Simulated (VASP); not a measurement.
# Rb (Fmmm) in VASP: single point with PBE

Aim: the single point of Rb with PBE.

Everything below comes from runs of VASP 6.6.1. Logs are shortened: lines on timing, memory, paths and dates and some standing lists are left out, and cuts for length are marked.

### 1 The cell of the first run

It takes space group Fmmm (No. 69, orthorhombic). Conventional cell: a = 5.612 Å, b = 7.927 Å, c = 7.946 Å, α = 90.00°, β = 90.00°, γ = 90.00°.

### 2 Single point, PBE (strain +0.0025 x Voigt [0, 0, 0, 1, 0, 0])

Input file INCAR:

```
PREC     = Accurate       # precision mode
ENCUT    = 520            # plane-wave cutoff, eV
EDIFF    = 1E-6           # SCF threshold, eV
ISMEAR   = 0              # smearing method
SIGMA    = 0.15           # smearing width, eV
LREAL    = False          # projectors in reciprocal space
LASPH    = True           # aspherical terms in the spheres
NELM     = 60             # most SCF steps
ALGO     = Fast           # electronic algorithm
ISIF     = 2              # what is computed and relaxed
LWAVE    = False          # write WAVECAR
LCHARG   = False          # write CHGCAR
GGA      = PE             # functional
NBANDS   = 10             # bands
```

Input file KPOINTS:

```
Automatic mesh
0
Gamma
  12 12 12
```

Input file POSCAR:

```
Rb
1.0
   -2.8060000000      2.8095075000      2.8095075000
    2.8060000000     -2.8024925000      2.8024925000
    2.8060000000      2.8024925000     -2.8024925000
Rb
1
Direct
    0.0000000000      0.0000000000      0.0000000000
```

Potentials or basis: VASP PAW PBE potentials, release 64 (Rb_sv).

Started as:

```console
$ cat potpaw_PBE.64/Rb_sv/POTCAR > POTCAR
$ mpirun -np 1 vasp_std > vasp.out
```

OUTCAR:

```text
PREC = Accurate
   ENCUT = 520
   EDIFF = 1E-6
   ISMEAR = 0
   LREAL = False
   LASPH = True
   NELM = 60
   ISIF = 2
   GGA = PE

 ion  position               nearest neighbor table
   1  0.000  0.000  0.000-

  LATTYP: Found a face centered orthorhombic cell.
 ALAT       =     5.6120000000
 B/A-ratio  =     1.4124457954
 C/A-ratio  =     1.4159813293

  Lattice vectors:

 A1 = (   0.0000000000,   5.6120000000,   0.0070150000)
 A2 = (   2.8060000000,   2.8095075000,   2.8095075000)
 A3 = (   2.8060000000,   2.8024925000,  -2.8024925000)

Analysis of symmetry for initial positions (statically):
=====================================================================
 Subroutine PRICEL returns:
 Original cell was already a primitive cell.

 Routine SETGRP: Setting up the symmetry group for a
 face centered orthorhombic supercell.

 Subroutine GETGRP returns: Found  8 space group operations
 (whereof  8 operations were pure point group operations)
 out of a pool of  8 trial point group operations.

The static configuration has the point symmetry D_2h.

Analysis of symmetry for dynamics (positions and initial velocities):
=====================================================================
 Subroutine PRICEL returns:
 Original cell was already a primitive cell.

 Routine SETGRP: Setting up the symmetry group for a
 face centered orthorhombic supercell.

 Subroutine GETGRP returns: Found  8 space group operations
 (whereof  8 operations were pure point group operations)
 out of a pool of  8 trial point group operations.

The dynamic configuration has the point symmetry D_2h.

 Subroutine INISYM returns: Found  8 space group operations
 (whereof  8 operations are pure point group operations),
 and found     1 'primitive' translations

----------------------------------------------------------------------------------------

                                     Primitive cell

  volume of cell :      88.3736

  direct lattice vectors                    reciprocal lattice vectors
    -2.806000000  2.809507500  2.809507500     0.000000000  0.177967135  0.177967135
     2.806000000 -2.802492500  2.802492500     0.178189594 -0.000222737  0.178189872
     2.806000000  2.802492500 -2.802492500     0.178189594  0.178189872 -0.000222737

  length of vectors
     4.864185521  4.856085298  4.856085298     0.251683536  0.251998435  0.251998435

  position of ions in fractional coordinates (direct lattice)
     0.000000000  0.000000000  0.000000000

  ion indices of the primitive-cell ions
   primitive index   ion index
                 1           1

----------------------------------------------------------------------------------------

 KPOINTS: Automatic mesh

Automatic generation of k-mesh.
 Grid dimensions read from file:
 generate k-points for:   12   12   12

 Generating k-lattice:

  Cartesian coordinates                     Fractional coordinates (reciprocal lattice)
     0.000000000  0.014830595  0.014830595     0.083333333  0.000000000  0.000000000
     0.014849133 -0.000018561  0.014849156     0.000000000  0.083333333  0.000000000
     0.014849133  0.014849156 -0.000018561    -0.000000000  0.000000000  0.083333333

  Length of vectors
     0.020973628  0.020999870  0.020999870

  Shift w.r.t. Gamma in fractional coordinates (k-lattice)
     0.000000000  0.000000000  0.000000000

 Subroutine IBZKPT returns following result:
 ===========================================

 Found    280 irreducible k-points:

 Following reciprocal coordinates:
            Coordinates               Weight
  0.000000  0.000000  0.000000      1.000000
  0.083333  0.000000  0.000000      2.000000
  0.166667  0.000000  0.000000      2.000000
  0.250000  0.000000  0.000000      2.000000
  0.333333  0.000000  0.000000      2.000000
  0.416667  0.000000  0.000000      2.000000
[... 16 lines left out ...]
  0.166667  0.250000 -0.000000      8.000000
  0.250000  0.250000 -0.000000      8.000000
 [... further k-points ...]
   k-points           NKPTS =    280   k-points in BZ     NKDIM =    280   number of bands    NBANDS=     10
   number of dos      NEDOS =    301   number of ions     NIONS =      1
   total plane-waves  NPLWV =  46656
   dimension x,y,z NGX =    36 NGY =   36 NGZ =   36
   dimension x,y,z NGXF=    72 NGYF=   72 NGZF=   72
   ions per type =               1
   NGX,Y,Z   is equivalent  to a cutoff of  12.30, 12.32, 12.32 a.u.
   NGXF,Y,Z  is equivalent  to a cutoff of  24.61, 24.65, 24.65 a.u.
 SYSTEM =  unknown system
   PREC   = accura    normal or accurate (medium, high low for compatibility)
   ISTART =      0    job   : 0-new  1-cont  2-samecut
   ICHARG =      2    charge: 1-file 2-atom 10-const
   ISPIN  =      1    spin polarized calculation?
   LNONCOLLINEAR =      F non collinear calculations
   LSORBIT =      F    spin-orbit coupling
   LASPH  =      T    aspherical Exc in radial PAW
   ENCUT  =  520.0 eV  38.22 Ry    6.18 a.u.   9.04  9.03  9.03*2*pi/ulx,y,z
   NELM   =     60;   NELMIN=  2; NELMDL= -5     # of ELM steps
   EDIFF  = 0.1E-05   stopping-criterion for ELM
   LREAL  =      F    real-space projection
   EDIFFG = 0.1E-04   stopping-criterion for IOM
   NSW    =      0    number of steps for IOM
   IBRION =     -1    ionic relax: 0-MD 1-quasi-New 2-CG
   NFREE  =      0    steps in history (QN), initial steepest desc. (CG)
   ISIF   =      2    stress and relaxation
   ISYM   =      2    0-nonsym 1-usesym 2-fastsym
   POTIM  = 0.5000    time-step for ionic-motion
   TEBEG  =    0.0;   TEEND  =   0.0 temperature during run
   PSTRESS=    0.0 pullay stress
   NELECT =       9.0000    total number of electrons
   NUPDOWN=      -1.0000    fix difference up-down
   EMIN   =  10.00;   EMAX   =-10.00  energy-range for DOS
   EFERMI =   0.00;   METHOD = LEGACY
   ISMEAR =     0;   SIGMA  =   0.15  broadening in eV -4-tet -1-fermi 0-gaus
   EFERMI_NEDOS =   21; number of points for ismear=-14 and -15
   IALGO  =     68    algorithm
   IMIX   =      4    mixing-type and parameters
     AMIX     =   0.40;   BMIX     =  1.00
     AMIX_MAG =   1.60;   BMIX_MAG =  1.00
  volume/ion in A,a.u.               =      88.37       596.37
  Fermi-wavevector in a.u.,A,eV,Ry     =   0.764507  1.444709  7.952214  0.584471
  Thomas-Fermi vector in A             =   1.864424
   LORBIT       =      0    0 simple, 1 ext, 2 COOP (PROOUT), +10 PAW based schemes
   GGA     = PE    functional components
   LHFCALC =     F    Hartree Fock is set to
   AEXX    =    0.0000 exact exchange contribution
   IVDW    =     0    specifies the selected vdW correction
   LEPSILON=     F    determine dielectric tensor
   LRPA    =     F    only Hartree local field effects (RPA)
 non-spin polarized calculation
 RMM-DIIS sequential band-by-band and
 Gauss-broadening in eV      SIGMA  =   0.15
  energy-cutoff  :      520.00
  volume of cell :       88.37
 maximum number of plane-waves:      2412
   NGX = 19   NGY = 19   NGZ = 19

 number of electron       9.0000000 magnetization

 Free energy of the ion-electron system (eV)
  ---------------------------------------------------
  ext. energy  EPLUGINS =         0.00000000
  ---------------------------------------------------
  free energy    TOTEN  =        -0.93991311 eV

  energy without entropy =       -0.92867792  energy(sigma->0) =       -0.93429552

 E-fermi :   0.0741     XC(G=0):  -5.5373

 val. band max:        0.0637334260   @ k =  -0.0000   0.5000   0.2500
 cond. band min:       0.1013911736   @ k =   0.3333   0.1667  -0.0000
 fundamental gap:      0.0376577476
 Fermi energy:         0.0741242710

 k-point     1 :       0.0000    0.0000    0.0000
  band No.  band energies     occupation
      1     -28.8092      2.00000
      2     -12.8486      2.00000
      3     -12.8484      2.00000
      4     -12.8483      2.00000
      5      -1.9326      2.00000
      6       3.7792      0.00000
      7       3.7848      0.00000
      8       3.7906      0.00000
      9       4.7381      0.00000
     10       4.7382      0.00000

 k-point     2 :       0.0833    0.0000    0.0000
  band No.  band energies     occupation
      1     -28.8089      2.00000
      2     -12.8558      2.00000
      3     -12.8508      2.00000
      4     -12.8483      2.00000
      5      -1.8484      2.00000
      6       3.6535      0.00000
      7       3.6612      0.00000
      8       3.8688      0.00000
      9       4.5610      0.00000
     10       4.7063      0.00000

 k-point     3 :       0.1667    0.0000    0.0000
  band No.  band energies     occupation
      1     -28.8080      2.00000
      2     -12.8755      2.00000
      3     -12.8572      2.00000
      4     -12.8483      2.00000
      5      -1.6015      2.00000
      6       3.1815      0.00000
      7       3.3936      0.00000
      8       4.1007      0.00000
      9       4.4818      0.00000
     10       4.6566      0.00000

 k-point     4 :       0.2500    0.0000    0.0000
  band No.  band energies     occupation
      1     -28.8068      2.00000
      2     -12.9019      2.00000
      3     -12.8659      2.00000
      4     -12.8484      2.00000
      5      -1.2085      2.00000
      6       2.5517      0.00000
      7       3.1058      0.00000
      8       4.4789      0.00000
      9       4.5692      0.00000
     10       4.6629      0.00000

 k-point     5 :       0.3333    0.0000    0.0000
  band No.  band energies     occupation
      1     -28.8057      2.00000
      2     -12.9280      2.00000
      3     -12.8746      2.00000
      4     -12.8484      2.00000
      5      -0.6979      2.00000
      6       1.9172      0.00000
      7       2.8707      0.00000
      8       4.6050      0.00000
      9       4.7695      0.00000
     10       4.9901      0.00000

 k-point     6 :       0.4167    0.0000    0.0000
  band No.  band energies     occupation
      1     -28.8048      2.00000
      2     -12.9469      2.00000
      3     -12.8810      2.00000
      4     -12.8484      2.00000
      5      -0.1188      1.93111
      6       1.3025      0.00000
      7       2.7209      0.00000
      8       4.4860      0.00000
      9       4.9971      0.00000
     10       5.6165      0.00000
[... 183 lines left out ...]
 k-point    21 :       0.0000    0.2500   -0.0000
  band No.  band energies     occupation
      1     -28.8068      2.00000
      2     -12.9021      2.00000
      3     -12.8661      2.00000
      4     -12.8485      2.00000
      5      -1.2066      2.00000
      6       2.5584      0.00000
      7       3.1073      0.00000
      8       4.4745      0.00000
      9       4.5600      0.00000
     10       4.6576      0.00000

 k-point    22 :       0.0833    0.2500   -0.0000
  band No.  band energies     occupation
      1     -28.8061      2.00000
      2     -12.9166      2.00000
      3     -12.8712      2.00000
      4     -12.8511      2.00000
      5      -0.9066      2.00000
      6       2.2419      0.00000
      7       2.8773      0.00000
      8       4.4044      0.00000
      9       4.6967      0.00000
     10       4.9797      0.00000

 k-point    23 :       0.1667    0.2500   -0.0000
  band No.  band energies     occupation
      1     -28.8052      2.00000
      2     -12.9286      2.00000
      3     -12.8797      2.00000
      4     -12.8561      2.00000
      5      -0.4762      2.00000
      6       1.9534      0.00000
      7       2.5112      0.00000
      8       4.3855      0.00000
      9       4.6958      0.00000
     10       5.2734      0.00000

 k-point    24 :       0.2500    0.2500   -0.0000
  band No.  band energies     occupation
      1     -28.8044      2.00000
      2     -12.9344      2.00000
      3     -12.8927      2.00000
      4     -12.8592      2.00000
      5       0.0578      1.12259
      6       1.6737      0.00000
      7       2.1036      0.00000
      8       4.3542      0.00000
      9       4.5767      0.00000
     10       5.4003      0.00000

 [... further k-points ...]
[... 5 lines left out ...]
  --------------------------------------------------------------------------------------
  -------------------------------------------------------------------------------------
  Total        0.0504103      0.0504088      0.0504088      0.0000000     -0.0027288      0.0000000
  in kB        0.9139190      0.9138914      0.9138914      0.0000000     -0.0494717      0.0000000
  external PRESSURE =       0.9139006 kB  Pullay stress =       0.0000000 kB

 VOLUME and BASIS-vectors are now :
 -----------------------------------------------------------------------------
  energy-cutoff  :      520.00
  volume of cell :       88.37
      direct lattice vectors                 reciprocal lattice vectors
    -2.806000000  2.809507500  2.809507500     0.000000000  0.177967135  0.177967135
     2.806000000 -2.802492500  2.802492500     0.178189594 -0.000222737  0.178189872
     2.806000000  2.802492500 -2.802492500     0.178189594  0.178189872 -0.000222737

 POSITION                                       TOTAL-FORCE (eV/Angst)
 -----------------------------------------------------------------------------------
      0.00000      0.00000      0.00000         0.000000      0.000000     -0.000000
 -----------------------------------------------------------------------------------
    total drift:                               -0.000000      0.000000      0.000000

  FREE ENERGIE OF THE ION-ELECTRON SYSTEM (eV)
  ---------------------------------------------------
  free  energy   TOTEN  =        -0.9399131126 eV

  energy  without entropy=       -0.9286779218  energy(sigma->0) =       -0.93429552
```

Run time: 2.6 min. Hardware: 1 thread of Intel Xeon 6975P-C, shared host; peak memory 0.37 GiB.

What came out:

```yaml
Free_energy: -0.9399 eV
Pressure: 0.1 GPa
```

Caveat: the cell differs from its parent crystal (strain +0.0025 x Voigt [0, 0, 0, 1, 0, 0]).
